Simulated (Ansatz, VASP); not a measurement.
## FeO in VASP and in Ansatz

```xyz
2
Lattice="0.0000 2.1554 2.1554 2.1554 0.0000 2.1554 2.1554 2.1554 0.0000" Properties=species:S:1:pos:R:3 pbc="T T T"
Fe    0.0000    0.0000    0.0000
O     2.1554    2.1554    2.1554
```

Alike in both runs: functional PBE; k mesh 6 × 6 × 6; occupations fermi-dirac, width 0.05 eV; collinear spin.

|  | VASP | Ansatz |
| --- | --- | --- |
| version | VASP 6.6.1 | Ansatz 0.2.0 |
| potentials or method | VASP PAW PBE potentials, release 64 (Fe_sv, O) | Ansatz PAW |
| plane-wave cutoff (eV) | 700 | 420 |
| valence electrons in the cell | 22 | 22 |
| task | single point | band structure |

```tsv
	VASP	Ansatz	Ansatz less VASP
gap on the k mesh at the Fermi level (eV)	none	none	-
pressure (GPa)	-1.0	0.0	+1.07
net moment per atom (μB)	2.00	2.00	0.000
size of the moment on the site where the two differ most (μB)	3.48	3.45	-0.028
```

Site moments also hang on the region over which each program counts them. A gap of «none» marks a metal or a gap that the smearing closes.

The k mesh is coarse, so the values compare programs but aren't converged.
